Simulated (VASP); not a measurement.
Wanted: the native input for a VASP 6.6.1 run.

```yaml
Task: single point
Functional: PBE
Potentials_or_basis: VASP PAW PBE potentials, release 64 (Na_pv, S)
Cutoff: 500 eV
k_mesh: 8 × 8 × 8
Occupations: gaussian, width 0.02 eV
Spin: no spin polarisation
Dipole_correction: no
Further_INCAR_settings: ALGO = Normal; EDIFF = 1e-06; NBANDS = 17
```

The structure of Na2S lies in POSCAR:

```
Na2S
1.0
    0.0000000000      3.3484145524      3.3484145524
    3.3484145524      0.0000000000      3.3484145524
    3.3484145524      3.3484145524      0.0000000000
Na S
2 1
Direct
    0.2500000000      0.2500000000      0.2500000000
    0.7500000000      0.7500000000      0.7500000000
    0.0000000000      0.0000000000      0.0000000000
```

These files were run (other wordings do the same):

INCAR

```
ALGO = Normal
EDIFF = 1E-6
ENCUT = 500
GGA = PE
GGA_COMPAT = False
ISIF = 2
ISMEAR = 0
LASPH = True
LCHARG = True
LELF = True
LREAL = False
LVHAR = True
LWAVE = False
NBANDS = 17
NELM = 120
PREC = Accurate
SIGMA = 0.02
```

KPOINTS

```
k-points
0
Gamma
  8 8 8
```

Potentials or basis: VASP PAW PBE potentials, release 64 (Na_pv, S).

The run is started by

```sh
$ cat potpaw_PBE.64/Na_pv/POTCAR potpaw_PBE.64/S/POTCAR > POTCAR
$ mpirun -np 1 vasp_std > vasp.out
```

It gave:

The pressure is -1.5 GPa and the band gap on the k mesh is 2.26 eV.

Wall time 25 s on 1 thread of Intel(R) Xeon(R) Platinum 8488C (Sapphire Rapids), with other jobs on the host, peak memory 0.2 GiB.
